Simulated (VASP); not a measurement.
Write the native input for VASP 6.6.1 that does the following.

```
Task                   : single point
Functional             : PBEsol
Potentials or basis    : VASP PAW PBE potentials, release 64 (Ta_pv, N)
Cutoff                 : 520 eV
k mesh                 : 16 × 16 × 12
Occupations            : gaussian, width 0.1 eV
Spin                   : no spin polarisation
Dipole correction      : no
Further INCAR settings : ALGO = Fast; EDIFF = 1e-06; NBANDS = 24
```

The structure of TaN lies in POSCAR:

```
TaN
1.0
    2.2206623719      2.2206623719      0.0000000000
   -2.2206623719      2.2206623719      0.0000000000
    0.0000000000      0.0000000000      4.4413247438
Ta N
2 2
Direct
    0.5000000000      0.5000000000      0.0000000000
    0.0000000000      0.0000000000      0.5000000000
    0.0000000000      0.0000000000      0.0000000000
    0.5000000000      0.5000000000      0.5000000000
```

This cell differs from its parent crystal: equal strain along all axes, cell held: +1.5 %.

These files were run (other wordings do the same):

INCAR

```
PREC     = Accurate       # precision mode
ENCUT    = 520            # plane-wave cutoff, eV
EDIFF    = 1E-6           # SCF threshold, eV
ISMEAR   = 0              # smearing method
SIGMA    = 0.1            # smearing width, eV
LREAL    = False          # projectors in reciprocal space
LASPH    = True           # aspherical terms in the spheres
NELM     = 80             # most SCF steps
ALGO     = Fast           # electronic algorithm
ISIF     = 2              # what is computed and relaxed
LWAVE    = False          # write WAVECAR
LCHARG   = False          # write CHGCAR
GGA      = PS             # functional
NBANDS   = 24             # bands
```

KPOINTS

```
Automatic mesh
0
Gamma
  16 16 12
```

Potentials or basis: VASP PAW PBE potentials, release 64 (Ta_pv, N).

The run is started by

```bash
$ cat potpaw_PBE.64/Ta_pv/POTCAR potpaw_PBE.64/N/POTCAR > POTCAR
$ mpirun -np 1 vasp_std > vasp.out
```

It gave:

```yaml
Pressure: -13.7 GPa
Band_gap_on_the_k_mesh: zero (bands 16 and 17 overlap by 3.86 eV)
```

Caveat: the cell differs from its parent crystal (equal strain along all axes, cell held: +1.5 %); the cell stands under tension; the PAW data sets were made with another functional, which shifts forces and pressure a little; spin-orbit coupling is left out, which moves the levels of the heavy elements.

Wall time 7.3 min on 1 thread of Oxide Virtual Turin-like Processor (shared host), peak memory 0.34 GiB.
